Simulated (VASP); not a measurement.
# AlGa2As3 (P6_3mc) in VASP: single point with PBE

Aim: the single point of AlGa2As3 with PBE.

All numbers are computed with VASP 6.6.1; they aren't measurements. Logs are shortened: lines on timing, memory, paths and dates and some standing lists are left out, and cuts for length are marked.

## Step 1: The cell of the first run

It takes space group P6_3mc (No. 186, hexagonal). Conventional cell: a = 4.048 Å, b = 4.048 Å, c = 19.990 Å, α = 90.00°, β = 90.00°, γ = 120.00°. Within 3.3 Å of Al (site symmetry 3m) lie 4 As at 2.48 to 2.49 Å. Ga (site symmetry 3m) has 4 As at 2.48 to 2.50 Å within 3.3 Å. Ga (site symmetry 3m) has 4 As at 2.49 to 2.50 Å within 3.3 Å. As (site symmetry 3m) has 4 Ga at 2.48 to 2.50 Å within 3.3 Å. Within 3.3 Å of As (site symmetry 3m) lie 3 Ga at 2.49 Å and 1 Al at 2.49 Å. As (site symmetry 3m) has 3 Al at 2.48 Å and 1 Ga at 2.50 Å within 3.3 Å.

## Step 2: Single point, PBE

INCAR

```
SYSTEM = AlGa2As3
PREC = Accurate
ENCUT = 520
EDIFF = 1E-6
ISMEAR = 0
SIGMA = 0.1
LREAL = .False.
LASPH = .True.
NELM = 60
ALGO = Normal
ISIF = 2
LWAVE = .False.
LCHARG = .False.
GGA = PE
NBANDS = 56
```

KPOINTS

```
regular mesh
0
Gamma
  6 6 1
  0 0 0
```

POSCAR

```
AlGa2As3
1.0
    4.0477417000      0.0000000000      0.0000000000
   -2.0238709000      3.5054472000      0.0000000000
    0.0000000000      0.0000000000     19.9902996000
Al Ga As
2 4 6
Direct
    0.3333333000      0.6666667000      0.3329000000
    0.6666667000      0.3333333000      0.8329000000
    0.3333333000      0.6666667000      0.6668980000
    0.3333333000      0.6666667000      0.9999880000
    0.6666667000      0.3333333000      0.1668980000
    0.6666667000      0.3333333000      0.4999880000
    0.3333333000      0.6666667000      0.1248240000
    0.3333333000      0.6666667000      0.4575930000
    0.3333333000      0.6666667000      0.7917980000
    0.6666667000      0.3333333000      0.2917980000
    0.6666667000      0.3333333000      0.6248240000
    0.6666667000      0.3333333000      0.9575930000
```

Potentials or basis: VASP PAW PBE potentials, release 64 (Al, Ga_d, As).

Run with:

```bash
> cat potpaw_PBE.64/Al/POTCAR potpaw_PBE.64/Ga_d/POTCAR potpaw_PBE.64/As/POTCAR > POTCAR
> mpirun -np 1 vasp_std > vasp.out
```

OUTCAR:

```text
SYSTEM = AlGa2As3
   PREC = Accurate
   ENCUT = 520
   EDIFF = 1E-6
   ISMEAR = 0
   LREAL = .False.
   LASPH = .True.
   NELM = 60
   ISIF = 2
   GGA = PE

 ion  position               nearest neighbor table
   1  0.333  0.667  0.333-  10 2.48  10 2.48  10 2.48   8 2.49
   2  0.667  0.333  0.833-   9 2.48   9 2.48   9 2.48  12 2.49
   3  0.333  0.667  0.667-  11 2.48  11 2.48  11 2.48   9 2.50
   4  0.333  0.667  1.000-  12 2.49  12 2.49  12 2.49   7 2.50
   5  0.667  0.333  0.167-   7 2.48   7 2.48   7 2.48  10 2.50
   6  0.667  0.333  0.500-   8 2.49   8 2.49   8 2.49  11 2.50
   7  0.333  0.667  0.125-   5 2.48   5 2.48   5 2.48   4 2.50
   8  0.333  0.667  0.458-   6 2.49   6 2.49   6 2.49   1 2.49
   9  0.333  0.667  0.792-   2 2.48   2 2.48   2 2.48   3 2.50
  10  0.667  0.333  0.292-   1 2.48   1 2.48   1 2.48   5 2.50
  11  0.667  0.333  0.625-   3 2.48   3 2.48   3 2.48   6 2.50
  12  0.667  0.333  0.958-   4 2.49   4 2.49   4 2.49   2 2.49

  LATTYP: Found a hexagonal cell.
 ALAT       =     4.0477417000
 C/A-ratio  =     4.9386302491

  Lattice vectors:

 A1 = (   4.0477417000,   0.0000000000,   0.0000000000)
 A2 = (  -2.0238709000,   3.5054472000,   0.0000000000)
 A3 = (   0.0000000000,   0.0000000000,  19.9902996000)

Analysis of symmetry for initial positions (statically):
=====================================================================
 Subroutine PRICEL returns:
 Original cell was already a primitive cell.

 Routine SETGRP: Setting up the symmetry group for a
 hexagonal supercell.

 Subroutine GETGRP returns: Found 12 space group operations
 (whereof  6 operations were pure point group operations)
 out of a pool of 24 trial point group operations.

The static configuration has the point symmetry C_3v.
 The point group associated with its full space group is C_6v.

Analysis of symmetry for dynamics (positions and initial velocities):
=====================================================================
 Subroutine PRICEL returns:
 Original cell was already a primitive cell.

 Routine SETGRP: Setting up the symmetry group for a
 hexagonal supercell.

 Subroutine GETGRP returns: Found 12 space group operations
 (whereof  6 operations were pure point group operations)
 out of a pool of 24 trial point group operations.

The dynamic configuration has the point symmetry C_3v.
 The point group associated with its full space group is C_6v.

 Subroutine INISYM returns: Found 12 space group operations
 (whereof  6 operations are pure point group operations),
 and found     1 'primitive' translations

----------------------------------------------------------------------------------------

                                     Primitive cell

[... 108 lines left out ...]
   EFERMI_NEDOS =   21; number of points for ismear=-14 and -15
   IALGO  =     38    algorithm
   IMIX   =      4    mixing-type and parameters
     AMIX     =   0.40;   BMIX     =  1.00
     AMIX_MAG =   1.60;   BMIX_MAG =  1.00
  volume/ion in A,a.u.               =      23.64       159.51
  Fermi-wavevector in a.u.,A,eV,Ry     =   1.108266  2.094318 16.711394  1.228253
  Thomas-Fermi vector in A             =   2.244791
   LORBIT       =      0    0 simple, 1 ext, 2 COOP (PROOUT), +10 PAW based schemes
   GGA     = PE    functional components
   LHFCALC =     F    Hartree Fock is set to
   AEXX    =    0.0000 exact exchange contribution
   IVDW    =     0    specifies the selected vdW correction
   LEPSILON=     F    determine dielectric tensor
   LRPA    =     F    only Hartree local field effects (RPA)
 non-spin polarized calculation
 Gauss-broadening in eV      SIGMA  =   0.10
  energy-cutoff  :      520.00
  volume of cell :      283.65
 maximum number of plane-waves:      7681
   NGX = 15   NGY = 15   NGZ = 75

 number of electron      87.9999966 magnetization

 Free energy of the ion-electron system (eV)
  ---------------------------------------------------
  ext. energy  EPLUGINS =         0.00000000
  ---------------------------------------------------
  free energy    TOTEN  =       -51.65760337 eV

  energy without entropy =      -51.65759854  energy(sigma->0) =      -51.65760095

 E-fermi :   3.9057     XC(G=0):  -9.2084

 val. band max:        3.6383432902   @ k =   0.0000   0.0000   0.0000
 cond. band min:       4.1605644946   @ k =   0.0000   0.0000   0.0000
 fundamental gap:      0.5222212044
 Fermi energy:         3.9056833732

 k-point     1 :       0.0000    0.0000    0.0000
  band No.  band energies     occupation
      1     -11.1304      2.00000
      2     -11.1304      2.00000
      3     -11.0978      2.00000
      4     -11.0977      2.00000
      5     -11.0768      2.00000
      6     -11.0768      2.00000
[... 402 lines left out ...]
     55       9.7709      0.00000
     56       9.8003      0.00000

------------------------ aborting loop because EDIFF is reached ----------------------------------------

  FORCE on cell =-STRESS in cart. coord.  units (eV):
  Direction    XX          YY          ZZ          XY          YZ          ZX
  --------------------------------------------------------------------------------------
  -------------------------------------------------------------------------------------
  Total        0.2968307      0.2968307      0.2221127     -0.0000000      0.0000000      0.0000000
  in kB        1.6766556      1.6766556      1.2546092     -0.0000000      0.0000000      0.0000000
  external PRESSURE =       1.5359735 kB  Pullay stress =       0.0000000 kB

 VOLUME and BASIS-vectors are now :
 -----------------------------------------------------------------------------
  energy-cutoff  :      520.00
  volume of cell :      283.65
      direct lattice vectors                 reciprocal lattice vectors
     4.047741700  0.000000000  0.000000000     0.247051337  0.142635157  0.000000000
    -2.023870900  3.505447200  0.000000000     0.000000000  0.285270307  0.000000000
     0.000000000  0.000000000 19.990299600     0.000000000  0.000000000  0.050024263

 POSITION                                       TOTAL-FORCE (eV/Angst)
 -----------------------------------------------------------------------------------
     -0.00000      2.33696      6.65477        -0.000000      0.000000      0.002811
      2.02387      1.16848     16.64992        -0.000000     -0.000000      0.002811
     -0.00000      2.33696     13.33149        -0.000000      0.000000      0.004120
     -0.00000      2.33696     19.99006        -0.000000      0.000000      0.008169
      2.02387      1.16848      3.33634         0.000000     -0.000000      0.004120
      2.02387      1.16848      9.99491         0.000000     -0.000000      0.008169
     -0.00000      2.33696      2.49527        -0.000000      0.000000     -0.009323
     -0.00000      2.33696      9.14742        -0.000000      0.000000     -0.005459
     -0.00000      2.33696     15.82828         0.000000      0.000000     -0.000316
      2.02387      1.16848      5.83313        -0.000000     -0.000000     -0.000316
      2.02387      1.16848     12.49042        -0.000000     -0.000000     -0.009323
      2.02387      1.16848     19.14257        -0.000000      0.000000     -0.005459
 -----------------------------------------------------------------------------------
    total drift:                                0.000033     -0.000021     -0.001684

  FREE ENERGIE OF THE ION-ELECTRON SYSTEM (eV)
  ---------------------------------------------------
  free  energy   TOTEN  =       -51.6576033690 eV

  energy  without entropy=      -51.6575985373  energy(sigma->0) =      -51.65760095
```

stdout:

```text
POSCAR found type information on POSCAR AlGaAs
 POSCAR found :  3 types and      12 ions
 scaLAPACK will be used
 LDA part: xc-table for (Slater+PW92), standard interpolation
 POSCAR, INCAR and KPOINTS ok, starting setup
 FFT: planning ... GRIDC
 FFT: planning ... GRID_SOFT
 FFT: planning ... GRID
 WAVECAR not read
 entering main loop
```

Wall time 3.5 min (1 thread of AMD EPYC 7R13, shared host); peak memory 0.35 GiB.

What came out:

```
Free energy            : -51.6576 eV
Pressure               : 0.2 GPa
Largest force          : 0.009 eV/Å
Band gap on the k mesh : 0.52 eV
```

Forces in eV/Å, atoms in the order of the input:
```
Al   0.000  0.000  0.003
Al   0.000  0.000  0.003
Ga   0.000  0.000  0.004
Ga   0.000  0.000  0.008
Ga   0.000  0.000  0.004
Ga   0.000  0.000  0.008
As   0.000  0.000 -0.009
As   0.000  0.000 -0.005
As   0.000  0.000  0.000
As   0.000  0.000  0.000
As   0.000  0.000 -0.009
As   0.000  0.000 -0.005
```

Caveat: an odd mesh through Γ misses points on the zone boundary, where band edges can lie.
